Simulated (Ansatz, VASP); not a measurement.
BaO: VASP beside Ansatz

```
Ba O
1.0
     0.00000    2.75000    2.75000
     2.75000    0.00000    2.75000
     2.75000    2.75000    0.00000
Ba O
1 1
Direct
  0.00000 0.00000 0.00000
  0.50000 0.50000 0.50000
```

Change from the starting cell: volume scaled by 1, PAW files.

Alike in both runs: task single point; functional PBEsol; k mesh 9 × 9 × 9; occupations fermi-dirac, width 0.03 eV; no spin polarisation.

|  | VASP | Ansatz |
| --- | --- | --- |
| version | VASP 6.6.1 | Ansatz 0.2.0 |
| potentials or method | VASP PAW PBE potentials, release 64 (Ba_sv, O) | PAW with Ansatz's default frozen-core files, scalar-relativistic |
| plane-wave cutoff (eV) | 600 | 420 |
| valence electrons in the cell | 16 | 16 |

```tsv
	VASP	Ansatz	Ansatz less VASP
gap on the k mesh at the Fermi level (eV)	1.88	1.94	+0.066
pressure (GPa)	1.4	-0.4	-1.80
```

VASP's potentials were made for PBE, not for PBEsol.

Spin-orbit coupling is off throughout.
